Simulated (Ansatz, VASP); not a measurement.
## One calculation of Ta2As3, two programs

```
CELL_PARAMETERS angstrom
4.11125 0.00000 0.00000
-2.05562 3.56044 0.00000
0.00000 0.00000 6.39643
ATOMIC_POSITIONS crystal
Ta 0.33333 0.66667 0.24500
Ta 0.66667 0.33333 0.75500
As 0.00000 0.00000 0.00000
As 0.33333 0.66667 0.64500
As 0.66667 0.33333 0.35500
```

Alike in both runs: task relaxation of cell and atoms; functional PBE; k mesh 6 × 6 × 4; occupations gaussian, width 0.1 eV; no spin polarisation.

|  | VASP | Ansatz |
| --- | --- | --- |
| version | VASP 6.6.1 | Ansatz 0.2.0 |
| potentials or method | VASP PAW PBE potentials, release 64 (Ta_pv, As), cutoff 600 eV | scalar-relativistic, plane waves, PAW |
| valence electrons in the cell | 37 | 71 |

Ansatz gave:

- gap on the k mesh at the Fermi level, each at its own relaxed structure (eV): none
- relaxed volume (Å³/atom): 19.27
- relaxed cell length with the largest relative difference (Å): 4.628

**Question.** Which values does VASP return?

**Answer.** gap on the k mesh at the Fermi level, each at its own relaxed structure (eV): none; relaxed volume (Å³/atom): 19.31; relaxed cell length with the largest relative difference (Å): 4.631.

A gap of «none» marks a metal or a gap that the smearing closes. VASP's potentials hold 37 valence electrons a cell and Ansatz's 71, so a difference there can come from the potentials and not from the codes.

Neither program's run includes spin-orbit coupling.
